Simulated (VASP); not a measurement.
# Ga (Im-3m) in VASP: a series of runs

The runs below take Ga through single point, with LDA.

All numbers are computed with VASP 6.6.1; they aren't measurements. Logs are shortened: lines on timing, memory, paths and dates and some standing lists are left out, and cuts for length are marked.

## 1. The cell of the first run

It takes space group Im-3m (No. 229, cubic). The conventional cell has a = 2.592 Å, b = 2.592 Å, c = 2.592 Å, α = 90.00°, β = 90.00°, γ = 90.00°. Within 3.0 Å of Ga (site symmetry m-3m) lie 14 Ga at 2.24 to 2.59 Å.

## 2. Single point, LDA

INCAR

```
PREC = Accurate ; ENCUT = 520
EDIFF = 1E-6 ; ISMEAR = -1
SIGMA = 0.1 ; LREAL = F
LASPH = T ; NELM = 100
ALGO = Normal ; ISIF = 2
LWAVE = F ; LCHARG = T
GGA = CA ; LELF = T
LVHAR = T ; NBANDS = 12
```

KPOINTS

```
regular mesh
0
Gamma
  20 20 20
```

POSCAR

```
Ga
1.0
   -1.2960690847      1.2960690847      1.2960690847
    1.2960690847     -1.2960690847      1.2960690847
    1.2960690847      1.2960690847     -1.2960690847
Ga
1
Direct
    0.0000000000      0.0000000000      0.0000000000
```

Potentials or basis: VASP PAW LDA potentials, release 64 (Ga_d).

The run is started by

```
cat potpaw_LDA.64/Ga_d/POTCAR > POTCAR
mpirun -np 1 vasp_std > vasp.out
```

OUTCAR:

```text
PREC = Accurate
   ENCUT = 520
   EDIFF = 1E-6
   ISMEAR = -1
   LREAL = F
   LASPH = T
   NELM = 100
   ISIF = 2
   GGA = CA

 ion  position               nearest neighbor table
   1  0.000  0.000  0.000-

  LATTYP: Found a body centered cubic cell.
 ALAT       =     2.5921381694

  Lattice vectors:

 A1 = (  -1.2960690847,   1.2960690847,   1.2960690847)
 A2 = (   1.2960690847,  -1.2960690847,   1.2960690847)
 A3 = (   1.2960690847,   1.2960690847,  -1.2960690847)

Analysis of symmetry for initial positions (statically):
=====================================================================
 Subroutine PRICEL returns:
 Original cell was already a primitive cell.

 Routine SETGRP: Setting up the symmetry group for a
 body centered cubic supercell.

 Subroutine GETGRP returns: Found 48 space group operations
 (whereof 48 operations were pure point group operations)
 out of a pool of 48 trial point group operations.

The static configuration has the point symmetry O_h .

Analysis of symmetry for dynamics (positions and initial velocities):
=====================================================================
 Subroutine PRICEL returns:
 Original cell was already a primitive cell.

 Routine SETGRP: Setting up the symmetry group for a
 body centered cubic supercell.

 Subroutine GETGRP returns: Found 48 space group operations
 (whereof 48 operations were pure point group operations)
 out of a pool of 48 trial point group operations.

The dynamic configuration has the point symmetry O_h .

 Subroutine INISYM returns: Found 48 space group operations
 (whereof 48 operations are pure point group operations),
 and found     1 'primitive' translations

----------------------------------------------------------------------------------------

                                     Primitive cell

  volume of cell :       8.7085

  direct lattice vectors                    reciprocal lattice vectors
    -1.296069085  1.296069085  1.296069085     0.000000000  0.385781905  0.385781905
     1.296069085 -1.296069085  1.296069085     0.385781905  0.000000000  0.385781905
     1.296069085  1.296069085 -1.296069085     0.385781905  0.385781905  0.000000000

  length of vectors
     2.244857505  2.244857505  2.244857505     0.545578002  0.545578002  0.545578002

  position of ions in fractional coordinates (direct lattice)
     0.000000000  0.000000000  0.000000000

  ion indices of the primitive-cell ions
   primitive index   ion index
                 1           1

[... 72 lines left out ...]
   LREAL  =      F    real-space projection
   EDIFFG = 0.1E-04   stopping-criterion for IOM
   NSW    =      0    number of steps for IOM
   IBRION =     -1    ionic relax: 0-MD 1-quasi-New 2-CG
   NFREE  =      0    steps in history (QN), initial steepest desc. (CG)
   ISIF   =      2    stress and relaxation
   ISYM   =      2    0-nonsym 1-usesym 2-fastsym
   POTIM  = 0.5000    time-step for ionic-motion
   TEBEG  =    0.0;   TEEND  =   0.0 temperature during run
   PSTRESS=    0.0 pullay stress
   NELECT =      13.0000    total number of electrons
   NUPDOWN=      -1.0000    fix difference up-down
   EMIN   =  10.00;   EMAX   =-10.00  energy-range for DOS
   EFERMI =   0.00;   METHOD = LEGACY
   ISMEAR =    -1;   SIGMA  =   0.10  broadening in eV -4-tet -1-fermi 0-gaus
   EFERMI_NEDOS =   21; number of points for ismear=-14 and -15
   IALGO  =     38    algorithm
   IMIX   =      4    mixing-type and parameters
     AMIX     =   0.40;   BMIX     =  1.00
     AMIX_MAG =   1.60;   BMIX_MAG =  1.00
  volume/ion in A,a.u.               =       8.71        58.77
  Fermi-wavevector in a.u.,A,eV,Ry     =   1.871003  3.535683 47.629261  3.500652
  Thomas-Fermi vector in A             =   2.916696
   LORBIT       =      0    0 simple, 1 ext, 2 COOP (PROOUT), +10 PAW based schemes
   GGA     = CA    functional components
   LHFCALC =     F    Hartree Fock is set to
   AEXX    =    0.0000 exact exchange contribution
   IVDW    =     0    specifies the selected vdW correction
   LEPSILON=     F    determine dielectric tensor
   LRPA    =     F    only Hartree local field effects (RPA)
 non-spin polarized calculation
  energy-cutoff  :      520.00
  volume of cell :        8.71
 maximum number of plane-waves:       243
 NGX is ok and might be reduce to    18
   NGX =  9   NGY =  9   NGZ =  9

 number of electron      13.0000012 magnetization

 Free energy of the ion-electron system (eV)
  ---------------------------------------------------
  ext. energy  EPLUGINS =         0.00000000
  ---------------------------------------------------
  free energy    TOTEN  =        -0.26261732 eV

  energy without entropy =       -0.25345713  energy(sigma->0) =       -0.25803723

 E-fermi :  16.4925     XC(G=0): -15.9464

 val. band max:       16.4649538599   @ k =   0.2500   0.2500   0.1500
 cond. band min:      16.5103253471   @ k =  -0.4000   0.4000   0.2000
 fundamental gap:      0.0453714872
 Fermi energy:        16.4925145166

 k-point     1 :       0.0000    0.0000    0.0000
  band No.  band energies     occupation
      1      -3.3738      2.00000
      2      -1.2528      2.00000
      3      -1.2528      2.00000
      4      -1.2528      2.00000
      5      -0.2720      2.00000
      6      -0.2720      2.00000
      7      38.9117      0.00000
      8      38.9117      0.00000
      9      38.9117      0.00000
     10      41.9708      0.00000
     11      41.9708      0.00000
     12      41.9708      0.00000
[... 331 lines left out ...]
 k-point    24 :       0.2500    0.1000   -0.0000
  band No.  band energies     occupation
      1      -1.8566      2.00000
      2      -1.5897      2.00000
      3      -0.5345      2.00000
      4      -0.4369      2.00000
      5      -0.2005      2.00000
      6       1.9570      2.00000
      7      20.9785      0.00000
      8      27.2564      0.00000
      9      31.0631      0.00000
     10      36.7851      0.00000
     11      41.0631      0.00000
     12      43.4364      0.00000

 [... further k-points ...]
[... 5 lines left out ...]
  --------------------------------------------------------------------------------------
  -------------------------------------------------------------------------------------
  Total       12.7075858     12.7075858     12.7075858      0.0000000      0.0000000      0.0000000
  in kB     2337.9175246   2337.9175246   2337.9175246      0.0000000      0.0000000      0.0000000
  external PRESSURE =    2337.9175246 kB  Pullay stress =       0.0000000 kB

 VOLUME and BASIS-vectors are now :
 -----------------------------------------------------------------------------
  energy-cutoff  :      520.00
  volume of cell :        8.71
      direct lattice vectors                 reciprocal lattice vectors
    -1.296069085  1.296069085  1.296069085     0.000000000  0.385781905  0.385781905
     1.296069085 -1.296069085  1.296069085     0.385781905  0.000000000  0.385781905
     1.296069085  1.296069085 -1.296069085     0.385781905  0.385781905  0.000000000

 POSITION                                       TOTAL-FORCE (eV/Angst)
 -----------------------------------------------------------------------------------
      0.00000      0.00000      0.00000        -0.000000      0.000000      0.000000
 -----------------------------------------------------------------------------------
    total drift:                                0.000000     -0.000000      0.000000

  FREE ENERGIE OF THE ION-ELECTRON SYSTEM (eV)
  ---------------------------------------------------
  free  energy   TOTEN  =        -0.2626173213 eV

  energy  without entropy=       -0.2534571301  energy(sigma->0) =       -0.25803723
```

stdout:

```text
POSCAR found type information on POSCAR Ga
 POSCAR found :  1 types and       1 ions
 scaLAPACK will be used
 LDA part: xc-table for (Slater(with rela. corr.)+CA(PZ))
 , standard interpolation
 POSCAR, INCAR and KPOINTS ok, starting setup
 FFT: planning ... GRIDC
 FFT: planning ... GRID_SOFT
 FFT: planning ... GRID
 WAVECAR not read
 entering main loop
```

Run time: 46 s. Hardware: 1 thread of AMD EPYC 7R13, shared host; peak memory 0.1 GiB.

What came out:

| Quantity | Value |
| --- | --- |
| Free energy | -0.2626 eV |
| Pressure | 233.8 GPa |

## 3. Single point, LDA

INCAR

```
ALGO     = Normal         # electronic algorithm
EDIFF    = 1E-6           # SCF threshold, eV
ENCUT    = 520            # plane-wave cutoff, eV
ISIF     = 2              # what is computed and relaxed
ISMEAR   = -1             # smearing method
LASPH    = T              # aspherical terms in the spheres
LCHARG   = T              # write CHGCAR
LELF     = T              # ELF
LREAL    = F              # projectors in reciprocal space
LVHAR    = T            
LWAVE    = F              # write WAVECAR
NBANDS   = 12             # bands
NELM     = 60             # most SCF steps
PREC     = Accurate       # precision mode
SIGMA    = 0.1            # smearing width, eV
```

KPOINTS

```
k-points
0
Gamma
  20 20 20
```

POSCAR

```
Ga
1.0
   -1.2961988785      1.2961988785      1.2961988785
    1.2961988785     -1.2961988785      1.2961988785
    1.2961988785      1.2961988785     -1.2961988785
Ga
1
Direct
    0.0000000000      0.0000000000      0.0000000000
```

Potentials or basis: VASP PAW LDA potentials, release 64 (Ga_d).

The run is started by

```
cat potpaw_LDA.64/Ga_d/POTCAR > POTCAR
mpirun -np 1 vasp_std > vasp.out
```

OUTCAR:

```text
EDIFF = 1E-6
   ENCUT = 520
   ISIF = 2
   ISMEAR = -1
   LASPH = T
   LREAL = F
   NELM = 60
   PREC = Accurate

 ion  position               nearest neighbor table
   1  0.000  0.000  0.000-

  LATTYP: Found a body centered cubic cell.
 ALAT       =     2.5923977570

  Lattice vectors:

 A1 = (  -1.2961988785,   1.2961988785,   1.2961988785)
 A2 = (   1.2961988785,  -1.2961988785,   1.2961988785)
 A3 = (   1.2961988785,   1.2961988785,  -1.2961988785)

Analysis of symmetry for initial positions (statically):
[... 528 lines left out ...]
      4      -0.4416      2.00000
      5      -0.2053      2.00000
      6       1.9536      2.00000
      7      20.9714      0.00000
      8      27.2482      0.00000
      9      31.0541      0.00000
     10      36.7758      0.00000
     11      41.0521      0.00000
     12      43.4253      0.00000

 [... further k-points ...]
[... 5 lines left out ...]
  --------------------------------------------------------------------------------------
  -------------------------------------------------------------------------------------
  Total       12.6968352     12.6968352     12.6968352      0.0000000      0.0000000     -0.0000000
  in kB     2335.2380004   2335.2380004   2335.2380004      0.0000000      0.0000000     -0.0000000
  external PRESSURE =    2335.2380004 kB  Pullay stress =       0.0000000 kB

 VOLUME and BASIS-vectors are now :
 -----------------------------------------------------------------------------
  energy-cutoff  :      520.00
  volume of cell :        8.71
      direct lattice vectors                 reciprocal lattice vectors
    -1.296198879  1.296198879  1.296198879     0.000000000  0.385743275  0.385743275
     1.296198879 -1.296198879  1.296198879     0.385743275  0.000000000  0.385743275
     1.296198879  1.296198879 -1.296198879     0.385743275  0.385743275  0.000000000

 POSITION                                       TOTAL-FORCE (eV/Angst)
 -----------------------------------------------------------------------------------
      0.00000      0.00000      0.00000         0.000000      0.000000      0.000000
 -----------------------------------------------------------------------------------
    total drift:                                0.000000     -0.000000      0.000000

  FREE ENERGIE OF THE ION-ELECTRON SYSTEM (eV)
  ---------------------------------------------------
  free  energy   TOTEN  =        -0.2664339731 eV

  energy  without entropy=       -0.2572758255  energy(sigma->0) =       -0.26185490
```

It took 45 s on 1 thread of AMD EPYC 7R13, shared host; peak memory 0.1 GiB.

Results:

```yaml
Free_energy: -0.2664 eV
Pressure: 233.5 GPa
```

## 4. Single point, LDA

This run uses another cell than the first one, of 17.39 Å³/atom, 1.997 times its volume.

INCAR

```
SYSTEM = Ga
  ALGO = Normal
  EDIFF = 1E-6
  ENCUT = 520
  ISIF = 2
  ISMEAR = -1
  LASPH = .True.
  LCHARG = .False.
  LREAL = .False.
  LWAVE = .False.
  NBANDS = 12
  NELM = 80
  PREC = Accurate
  SIGMA = 0.1
```

KPOINTS

```
k-points
0
Gamma
  20 20 20
  0 0 0
```

POSCAR

```
Ga
1.0
   -1.6320511905      1.6320511905      1.6320511905
    1.6320511905     -1.6320511905      1.6320511905
    1.6320511905      1.6320511905     -1.6320511905
Ga
1
Direct
    0.0000000000      0.0000000000      0.0000000000
```

The run is started by

```
cat potpaw_LDA.64/Ga_d/POTCAR > POTCAR
mpirun -np 1 vasp_std > vasp.out
```

Wall time 59 s (1 thread of AMD EPYC 7R13, shared host); peak memory 0.14 GiB.

The run converged. Its results:

```
Free energy : -3.5444 eV
Pressure    : 0.1 GPa
```

Levels at points of the mesh, in eV from the Fermi level:
| k point | band 3 | band 4 | band 5 | band 6 | band 7 | band 8 | band 9 | band 10 |
| --- | --- | --- | --- | --- | --- | --- | --- | --- |
| (0.00, 0.00, 0.00) | -15.09 | -14.86 | -14.86 | -11.68 | 13.41 | 13.41 | 13.41 | 18.06 |
| (0.50, 0.00, 0.00) | -14.87 | -14.86 | -14.72 | -4.56 | -4.08 | 7.41 | 9.50 | 12.00 |
| (0.50, 0.50, 0.50) | -14.75 | -14.75 | -14.75 | 1.62 | 1.62 | 1.62 | 2.00 | 5.99 |

[end of part 1 of 2]
